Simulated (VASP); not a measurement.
# Li (a cell with a defect) in VASP: further runs, part 2 of 2

VASP 6.6.1. The steps go on from the part before.

## Step 3: Single point, PBE+D3(BJ)

Contents of INCAR:

```
SYSTEM = Li
PREC = Accurate ; ENCUT = 520
EDIFF = 1E-6 ; ISMEAR = 0
SIGMA = 0.15 ; LREAL = Auto
LASPH = .True. ; NELM = 60
ALGO = Normal ; ISIF = 2
LWAVE = .False. ; LCHARG = .False.
GGA = PE ; IVDW = 12
NBANDS = 40
```

Contents of KPOINTS:

```
Automatic mesh
0
Gamma
  3 3 3
  0 0 0
```

Contents of POSCAR:

```
Li
1.0
    6.9800000000      0.0000000000      0.0000000000
    0.0000000000      6.9800000000      0.0000000000
    0.0000000000      0.0000000000      6.9800000000
Li
17
Direct
    0.0003328080      0.0040848138     -0.0124527221
    0.5105462751      0.0234064470      0.0036815186
    0.0191906877      0.5230141834     -0.0138157593
    0.0597138968      0.0209121777      0.4696121777
    0.2147611748      0.2710455587      0.2507199140
    0.4649270774      0.4447869628      0.0548164756
    0.4877424069      0.0430482808      0.4647987106
    0.7781763610      0.2656439828      0.2563669054
    0.0064785100      0.5336011461      0.5141510029
    0.2683775072      0.7586722063      0.2341830946
    0.2601671920      0.2639098854      0.7462236390
    0.5038098854      0.5154138968      0.4925646132
    0.7595064470      0.7591889685      0.2451296562
    0.7611376791      0.2680315186      0.7425568768
    0.2765879656      0.7710994269      0.7486319484
    0.6656224928      0.6516972779      0.8627777937
    0.7892775072     -0.1229157593      0.6412981375
```

Potentials or basis: VASP PAW PBE potentials, release 64 (Li_sv).

The run is started by

```console
$ cat potpaw_PBE.64/Li_sv/POTCAR > POTCAR
$ mpirun -np 1 vasp_std > vasp.out
```

OUTCAR:

```text
SYSTEM = Li
   PREC = Accurate
   ENCUT = 520
   EDIFF = 1E-6
   ISMEAR = 0
   LREAL = Auto
   LASPH = .True.
   NELM = 60
   ISIF = 2
   GGA = PE
   IVDW = 12
 IVDW          = 12

 ion  position               nearest neighbor table
   1  0.000  0.004  0.988-
   2  0.511  0.023  0.004-
   3  0.019  0.523  0.986-
   4  0.060  0.021  0.470-  17 2.45   5 2.56
   5  0.215  0.271  0.251-   6 2.53   4 2.56
   6  0.465  0.445  0.055-  16 2.42   5 2.53
   7  0.488  0.043  0.465-
   8  0.778  0.266  0.256-
   9  0.006  0.534  0.514-
  10  0.268  0.759  0.234-
  11  0.260  0.264  0.746-
  12  0.504  0.515  0.493-
  13  0.760  0.759  0.245-
  14  0.761  0.268  0.743-
  15  0.277  0.771  0.749-
  16  0.666  0.652  0.863-  17 2.37   6 2.42
  17  0.789  0.877  0.641-  16 2.37   4 2.45

  LATTYP: Found a simple cubic cell.
 ALAT       =     6.9800000000

  Lattice vectors:

 A1 = (   6.9800000000,   0.0000000000,   0.0000000000)
 A2 = (   0.0000000000,   6.9800000000,   0.0000000000)
 A3 = (   0.0000000000,   0.0000000000,   6.9800000000)

Analysis of symmetry for initial positions (statically):
=====================================================================
 Subroutine PRICEL returns:
 Original cell was already a primitive cell.

 Routine SETGRP: Setting up the symmetry group for a
 simple cubic supercell.

 Subroutine GETGRP returns: Found  1 space group operations
 (whereof  1 operations were pure point group operations)
 out of a pool of 48 trial point group operations.

The static configuration has the point symmetry C_1 .

Analysis of symmetry for dynamics (positions and initial velocities):
=====================================================================
 Subroutine PRICEL returns:
 Original cell was already a primitive cell.

 Routine SETGRP: Setting up the symmetry group for a
 simple cubic supercell.

 Subroutine GETGRP returns: Found  1 space group operations
 (whereof  1 operations were pure point group operations)
 out of a pool of 48 trial point group operations.

The dynamic configuration has the point symmetry C_1 .

 Subroutine INISYM returns: Found  1 space group operations
 (whereof  1 operations are pure point group operations),
 and found     1 'primitive' translations

----------------------------------------------------------------------------------------

                                     Primitive cell

  volume of cell :     340.0684

  direct lattice vectors                    reciprocal lattice vectors
     6.980000000  0.000000000  0.000000000     0.143266476  0.000000000  0.000000000
     0.000000000  6.980000000  0.000000000     0.000000000  0.143266476  0.000000000
     0.000000000  0.000000000  6.980000000     0.000000000  0.000000000  0.143266476

  length of vectors
     6.980000000  6.980000000  6.980000000     0.143266476  0.143266476  0.143266476

  position of ions in fractional coordinates (direct lattice)
     0.000332808  0.004084814  0.987547278
[... 67 lines left out ...]
  0.000000  0.333333  0.000000      2.000000
  0.000000  0.000000  0.333333      2.000000
  0.333333  0.333333  0.000000      2.000000
  0.000000  0.333333  0.333333      2.000000
  0.333333  0.000000  0.333333      2.000000
 -0.333333  0.333333  0.000000      2.000000
 -0.333333  0.000000  0.333333      2.000000
  0.000000 -0.333333  0.333333      2.000000
  0.333333  0.333333  0.333333      2.000000
 -0.333333  0.333333  0.333333      2.000000
 -0.333333 -0.333333  0.333333      2.000000
  0.333333 -0.333333  0.333333      2.000000
   k-points           NKPTS =     14   k-points in BZ     NKDIM =     14   number of bands    NBANDS=     40
   number of dos      NEDOS =    301   number of ions     NIONS =     17
   total plane-waves  NPLWV = 157464
   dimension x,y,z NGX =    54 NGY =   54 NGZ =   54
   dimension x,y,z NGXF=   108 NGYF=  108 NGZF=  108
   ions per type =              17
   NGX,Y,Z   is equivalent  to a cutoff of  12.86, 12.86, 12.86 a.u.
   NGXF,Y,Z  is equivalent  to a cutoff of  25.72, 25.72, 25.72 a.u.
 SYSTEM =  Li
   PREC   = accura    normal or accurate (medium, high low for compatibility)
   ISTART =      0    job   : 0-new  1-cont  2-samecut
   ICHARG =      2    charge: 1-file 2-atom 10-const
   ISPIN  =      1    spin polarized calculation?
   LNONCOLLINEAR =      F non collinear calculations
   LSORBIT =      F    spin-orbit coupling
   LASPH  =      T    aspherical Exc in radial PAW
   ENCUT  =  520.0 eV  38.22 Ry    6.18 a.u.  12.98 12.98 12.98*2*pi/ulx,y,z
   NELM   =     60;   NELMIN=  2; NELMDL= -5     # of ELM steps
   EDIFF  = 0.1E-05   stopping-criterion for ELM
   LREAL  =      T    real-space projection
   EDIFFG = 0.1E-04   stopping-criterion for IOM
   NSW    =      0    number of steps for IOM
   IBRION =     -1    ionic relax: 0-MD 1-quasi-New 2-CG
   NFREE  =      0    steps in history (QN), initial steepest desc. (CG)
   ISIF   =      2    stress and relaxation
   ISYM   =      2    0-nonsym 1-usesym 2-fastsym
   POTIM  = 0.5000    time-step for ionic-motion
   TEBEG  =    0.0;   TEEND  =   0.0 temperature during run
   PSTRESS=    0.0 pullay stress
   NELECT =      51.0000    total number of electrons
   NUPDOWN=      -1.0000    fix difference up-down
   EMIN   =  10.00;   EMAX   =-10.00  energy-range for DOS
   EFERMI =   0.00;   METHOD = LEGACY
   ISMEAR =     0;   SIGMA  =   0.15  broadening in eV -4-tet -1-fermi 0-gaus
   EFERMI_NEDOS =   21; number of points for ismear=-14 and -15
   IALGO  =     38    algorithm
   IMIX   =      4    mixing-type and parameters
     AMIX     =   0.40;   BMIX     =  1.00
     AMIX_MAG =   1.60;   BMIX_MAG =  1.00
  volume/ion in A,a.u.               =      20.00       134.99
  Fermi-wavevector in a.u.,A,eV,Ry     =   0.869780  1.643646 10.293044  0.756517
  Thomas-Fermi vector in A             =   1.988651
   LORBIT       =      0    0 simple, 1 ext, 2 COOP (PROOUT), +10 PAW based schemes
   GGA     = PE    functional components
   LHFCALC =     F    Hartree Fock is set to
   AEXX    =    0.0000 exact exchange contribution
   IVDW    =    12    specifies the selected vdW correction
   LEPSILON=     F    determine dielectric tensor
   LRPA    =     F    only Hartree local field effects (RPA)
 non-spin polarized calculation
 Gauss-broadening in eV      SIGMA  =   0.15
  energy-cutoff  :      520.00
  volume of cell :      340.07
 maximum number of plane-waves:      9180
 NGX is ok and might be reduce to    54
   NGX = 25   NGY = 25   NGZ = 25

 number of electron      51.0000001 magnetization

 Free energy of the ion-electron system (eV)
  ---------------------------------------------------
  ext. energy  EPLUGINS =         0.00000000
  ---------------------------------------------------
  free energy    TOTEN  =       -31.77480645 eV

  energy without entropy =      -31.68597199  energy(sigma->0) =      -31.73038922

 E-fermi :   0.5882     XC(G=0):  -7.0710

 val. band max:        0.5622156996   @ k =   0.0000  -0.3333   0.3333
 cond. band min:       0.6104482785   @ k =   0.0000  -0.3333   0.3333
 fundamental gap:      0.0482325789
 Fermi energy:         0.5881814800

 k-point     1 :       0.0000    0.0000    0.0000
  band No.  band energies     occupation
      1     -46.0405      2.00000
      2     -45.9994      2.00000
      3     -45.9204      2.00000
      4     -45.9160      2.00000
      5     -45.9121      2.00000
      6     -45.9028      2.00000
[... 549 lines left out ...]
     36       3.6889      0.00000
     37       3.8923      0.00000
 [bands above 37 left out]

------------------------ aborting loop because EDIFF is reached ----------------------------------------

 Edisp (eV)   -2.91902

 E8    (eV) :    -1.2178

  FORCE on cell =-STRESS in cart. coord.  units (eV):
  Direction    XX          YY          ZZ          XY          YZ          ZX
  --------------------------------------------------------------------------------------
  -------------------------------------------------------------------------------------
  Total      -2.30422    -2.40858    -2.56095     0.68721    -0.88425    -0.62522
  in kB     -10.85596   -11.34764   -12.06549     3.23767    -4.16599    -2.94560
  external pressure =      -11.42 kB  Pullay stress =        0.00 kB

 VOLUME and BASIS-vectors are now :
 -----------------------------------------------------------------------------
  energy-cutoff  :      520.00
  volume of cell :      340.07
      direct lattice vectors                 reciprocal lattice vectors
     6.980000000  0.000000000  0.000000000     0.143266476  0.000000000  0.000000000
     0.000000000  6.980000000  0.000000000     0.000000000  0.143266476  0.000000000
     0.000000000  0.000000000  6.980000000     0.000000000  0.000000000  0.143266476

 POSITION                                       TOTAL-FORCE (eV/Angst)
 -----------------------------------------------------------------------------------
      0.00232      0.02851      6.89308         0.013446     -0.003455      0.007108
      3.56361      0.16338      0.02570         0.006755     -0.010227     -0.011765
      0.13395      3.65064      6.88357         0.000094      0.010679     -0.012374
      0.41680      0.14597      3.27789         0.021341      0.000838      0.003255
      1.49903      1.89190      1.75002        -0.011354      0.024091     -0.003415
      3.24519      3.10461      0.38262         0.002437     -0.031670      0.020508
[... 9 lines left out ...]
      4.64604      4.54885      6.02219        -0.032098     -0.007299      0.001044
      5.50916      6.12205      4.47626        -0.011870     -0.016199      0.022419
 -----------------------------------------------------------------------------------
    total drift:                                0.003611     -0.006082     -0.000613

  FREE ENERGIE OF THE ION-ELECTRON SYSTEM (eV)
  ---------------------------------------------------
  free  energy   TOTEN  =       -34.6938311929 eV

  energy  without entropy=      -34.6049967309  energy(sigma->0) =      -34.64941396
```

Run time: 7.5 min. Hardware: 1 thread of Intel Xeon 6975P-C, shared host; peak memory 0.41 GiB.

Results:

- Free energy: -34.6938 eV
- Largest force: 0.038 eV/Å
- Dispersion energy per atom: -0.172 eV

Forces in eV/Å, atoms in the order of the input:
```
Li   0.013 -0.003  0.007
Li   0.007 -0.010 -0.012
Li   0.000  0.011 -0.012
Li   0.021  0.001  0.003
Li  -0.011  0.024 -0.003
Li   0.002 -0.032  0.021
Li   0.016 -0.001 -0.011
Li  -0.008  0.010 -0.012
Li   0.001  0.000  0.000
Li   0.001  0.002 -0.012
Li  -0.009  0.005 -0.007
Li   0.005 -0.002  0.005
Li   0.002  0.009  0.015
Li   0.009  0.008 -0.004
Li  -0.007  0.002 -0.003
Li  -0.032 -0.007  0.001
Li  -0.012 -0.016  0.022
```

Caveat: the cutoff is under 1.25 times the usual one of these potentials, so pressure, stress and relaxed cells hold a basis-set (Pulay) error.

## Step 4: Single point, PBE+D3(BJ)

Contents of INCAR:

```
  ALGO = Normal
  EDIFF = 1E-6
  ENCUT = 520
  GGA = PE
  ISIF = 2
  ISMEAR = 0
  IVDW = 12
  LASPH = T
  LCHARG = F
  LREAL = Auto
  LWAVE = F
  NBANDS = 40
  NELM = 100
  PREC = Accurate
  SIGMA = 0.15
```

Contents of KPOINTS:

```
k-points
0
Gamma
  3 3 3
```

Contents of POSCAR:

```
Li
1.0
    6.9800000000      0.0000000000      0.0000000000
    0.0000000000      6.9800000000      0.0000000000
    0.0000000000      0.0000000000      6.9800000000
Li
17
Direct
   -0.0032194842      0.0069825215      0.0018077364
    0.5078299427      0.0234310888      0.0056441261
   -0.0051689112      0.5267724928     -0.0096455587
    0.0821249284      0.0350405444      0.4551845272
    0.2260813754      0.2821047278      0.2342442693
    0.4950673352      0.4462455587      0.0566011461
    0.4956454155      0.0263469914      0.4878737822
    0.7770104585      0.2525077364      0.2708446991
    0.0057842407      0.5241977077      0.5060091691
    0.2687012894      0.7515007163      0.2300607450
    0.2530328080      0.2682567335      0.7581888252
    0.4966540115      0.5066521490      0.4938494269
    0.7537626074      0.7600446991      0.2512858166
    0.7622595989      0.2673438395      0.7449524355
    0.2561613181      0.7660882521      0.7548189112
    0.6420587393      0.6721659026      0.8363918338
    0.8387869628     -0.1217203438      0.6467828080
```

Potentials or basis: VASP PAW PBE potentials, release 64 (Li_sv).

The run is started by

```console
$ cat potpaw_PBE.64/Li_sv/POTCAR > POTCAR
$ mpirun -np 1 vasp_std > vasp.out
```

OUTCAR:

```text
EDIFF = 1E-6
   ENCUT = 520
   GGA = PE
   ISIF = 2
   ISMEAR = 0
   IVDW = 12
   LASPH = T
   LREAL = Auto
   NELM = 100
   PREC = Accurate
 IVDW          = 12

 ion  position               nearest neighbor table
   1  0.997  0.007  0.002-
   2  0.508  0.023  0.006-
   3  0.995  0.527  0.990-
   4  0.082  0.035  0.455-  17 2.42   5 2.52
   5  0.226  0.282  0.234-   4 2.52   6 2.52
   6  0.495  0.446  0.057-  16 2.43   5 2.52
   7  0.496  0.026  0.488-
   8  0.777  0.253  0.271-
   9  0.006  0.524  0.506-
  10  0.269  0.752  0.230-
  11  0.253  0.268  0.758-
  12  0.497  0.507  0.494-
  13  0.754  0.760  0.251-
  14  0.762  0.267  0.745-
  15  0.256  0.766  0.755-
  16  0.642  0.672  0.836-  17 2.39   6 2.43
  17  0.839  0.878  0.647-  16 2.39   4 2.42

  LATTYP: Found a simple cubic cell.
 ALAT       =     6.9800000000

  Lattice vectors:

 A1 = (   6.9800000000,   0.0000000000,   0.0000000000)
[... 198 lines left out ...]

 val. band max:        0.5630459752   @ k =   0.0000  -0.3333   0.3333
 cond. band min:       0.6075163444   @ k =   0.0000   0.0000   0.0000
 fundamental gap:      0.0444703692
 Fermi energy:         0.5890840252

 k-point     1 :       0.0000    0.0000    0.0000
  band No.  band energies     occupation
      1     -46.0236      2.00000
      2     -45.9870      2.00000
      3     -45.9260      2.00000
      4     -45.9131      2.00000
      5     -45.9024      2.00000
      6     -45.8995      2.00000
[... 549 lines left out ...]
     36       3.6905      0.00000
     37       3.8862      0.00000
 [bands above 37 left out]

------------------------ aborting loop because EDIFF is reached ----------------------------------------

 Edisp (eV)   -2.91922

 E8    (eV) :    -1.2180

  FORCE on cell =-STRESS in cart. coord.  units (eV):
  Direction    XX          YY          ZZ          XY          YZ          ZX
  --------------------------------------------------------------------------------------
  -------------------------------------------------------------------------------------
  Total      -2.24885    -2.49426    -2.61221     0.75125    -0.73071    -0.71285
  in kB     -10.59508   -11.75129   -12.30700     3.53939    -3.44261    -3.35846
  external pressure =      -11.55 kB  Pullay stress =        0.00 kB

 VOLUME and BASIS-vectors are now :
 -----------------------------------------------------------------------------
  energy-cutoff  :      520.00
  volume of cell :      340.07
      direct lattice vectors                 reciprocal lattice vectors
     6.980000000  0.000000000  0.000000000     0.143266476  0.000000000  0.000000000
     0.000000000  6.980000000  0.000000000     0.000000000  0.143266476  0.000000000
     0.000000000  0.000000000  6.980000000     0.000000000  0.000000000  0.143266476

 POSITION                                       TOTAL-FORCE (eV/Angst)
 -----------------------------------------------------------------------------------
      6.95753      0.04874      0.01262         0.004798      0.006364      0.003903
      3.54465      0.16355      0.03940        -0.000245     -0.008661     -0.005620
      6.94392      3.67687      6.91267        -0.001330     -0.000372     -0.005359
      0.57323      0.24458      3.17719         0.007753      0.007563     -0.002767
      1.57805      1.96909      1.63502        -0.006243      0.011842      0.002760
      3.45557      3.11479      0.39508         0.017685     -0.014685      0.002033
[... 9 lines left out ...]
      4.48157      4.69172      5.83801        -0.005783      0.018640     -0.009057
      5.85473      6.13039      4.51454        -0.011157     -0.017582      0.013952
 -----------------------------------------------------------------------------------
    total drift:                                0.007610     -0.009505     -0.005618

  FREE ENERGIE OF THE ION-ELECTRON SYSTEM (eV)
  ---------------------------------------------------
  free  energy   TOTEN  =       -34.7058972572 eV

  energy  without entropy=      -34.6201362668  energy(sigma->0) =      -34.66301676
```

OSZICAR:

```text
N       E                     dE             d eps       ncg     rms          rms(c)
DAV:   1     0.294538852065E+03    0.29454E+03   -0.21965E+04  1128   0.127E+03
DAV:   2     0.475033679516E+02   -0.24704E+03   -0.23244E+03  1136   0.340E+02
DAV:   3    -0.150844232848E+02   -0.62588E+02   -0.60857E+02  2072   0.841E+01
DAV:   4    -0.290001790034E+02   -0.13916E+02   -0.13738E+02  1944   0.651E+01
DAV:   5    -0.318302168900E+02   -0.28300E+01   -0.28290E+01  2120   0.189E+01    0.146E+00
DAV:   6    -0.318034888144E+02    0.26728E-01   -0.64535E-01  1752   0.455E+00    0.755E-01
DAV:   7    -0.317852018243E+02    0.18287E-01   -0.11511E-01  1792   0.126E+00    0.167E-01
DAV:   8    -0.317866149700E+02   -0.14131E-02   -0.21874E-02  1800   0.593E-01    0.131E-01
DAV:   9    -0.317866676679E+02   -0.52698E-04   -0.15636E-03  1688   0.176E-01    0.809E-02
DAV:  10    -0.317866792133E+02   -0.11545E-04   -0.27544E-04  1776   0.113E-01    0.140E-02
DAV:  11    -0.317866771188E+02    0.20945E-05   -0.98648E-05  1576   0.565E-02    0.701E-03
DAV:  12    -0.317866762683E+02    0.85056E-06   -0.14836E-05  1776   0.202E-02    0.512E-03
DAV:  13    -0.317866735400E+02    0.27282E-05   -0.63779E-06  1288   0.109E-02    0.587E-04
DAV:  14    -0.317866736309E+02   -0.90848E-07   -0.94661E-07   920   0.587E-03
   1 F= -.34705897E+02 E0= -.34663017E+02  d E =-.857610E-01
```

stdout:

```text
POSCAR found type information on POSCAR Li
 POSCAR found :  1 types and      17 ions
 scaLAPACK will be used
 LDA part: xc-table for (Slater+PW92), standard interpolation
 POSCAR, INCAR and KPOINTS ok, starting setup
 FFT: planning ... GRIDC
 FFT: planning ... GRID_SOFT
 FFT: planning ... GRID
 WAVECAR not read
 entering main loop
```

Wall time 7.4 min (1 thread of Intel Xeon 6975P-C, shared host); peak memory 0.4 GiB.

What came out:

```
Free energy                : -34.7059 eV
Largest force              : 0.025 eV/Å
Dispersion energy per atom : -0.172 eV
```

Forces in eV/Å, atoms in the order of the input:
```
Li   0.005  0.006  0.004
Li   0.000 -0.009 -0.006
Li  -0.001  0.000 -0.005
Li   0.008  0.008 -0.003
Li  -0.006  0.012  0.003
Li   0.018 -0.015  0.002
Li   0.012 -0.007  0.000
Li   0.001 -0.001  0.003
Li  -0.006 -0.002 -0.005
Li   0.000 -0.001 -0.006
Li  -0.005  0.004 -0.001
Li   0.003 -0.002  0.001
Li   0.000  0.005  0.009
Li   0.000  0.004 -0.005
Li  -0.010 -0.004  0.007
Li  -0.006  0.019 -0.009
Li  -0.011 -0.018  0.014
```

Caveat: the cutoff is under 1.25 times the usual one of these potentials, so pressure, stress and relaxed cells hold a basis-set (Pulay) error.
